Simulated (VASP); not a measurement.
Input of a VASP 6.6.1 run:

The input INCAR:

```
PREC = Accurate ; ENCUT = 520
EDIFF = 1E-6 ; ISMEAR = 0
SIGMA = 0.05 ; LREAL = F
LASPH = T ; NELM = 150
ALGO = Normal ; ISIF = 2
LWAVE = F ; LCHARG = T
ISPIN = 2 ; MAGMOM = 7.42 7.42 0 0
LORBIT = 11 ; LMAXMIX = 6
GGA = CA ; LELF = T
LVHAR = T ; NBANDS = 34
```

Contents of KPOINTS:

```
Automatic mesh
0
Gamma
  8 8 6
```

File POSCAR:

```
EuSb
1.0
    4.9083820416      0.0000000000      0.0000000000
   -2.4541910208      4.2507835395      0.0000000000
    0.0000000000      0.0000000000      6.6225054227
Eu Sb
2 2
Direct
    0.3333333333      0.6666666667      0.2500000000
    0.6666666667      0.3333333333      0.7500000000
    0.0000000000      0.0000000000      0.0000000000
    0.0000000000      0.0000000000      0.5000000000
```

Potentials or basis: VASP PAW PBE potentials, release 64 (Eu, Sb).

Run with:

```sh
$ cat potpaw_PBE.64/Eu/POTCAR potpaw_PBE.64/Sb/POTCAR > POTCAR
$ mpirun -np 1 vasp_std > vasp.out
```

Question: Estimate the site moments.

Answer: Eu +6.55; Sb -0.04 μB.

Question: What does it give for the pressure?

Answer: -3.7 GPa.

Stress tensor (GPa, compression positive):
```
-3.72  0.00  0.00
 0.00 -3.72  0.00
 0.00  0.00 -3.54
```

Caveat: the cell stands under tension; the PAW data sets were made with another functional, which shifts forces and pressure a little. The state reached can hang on the start; a lower one may exist.
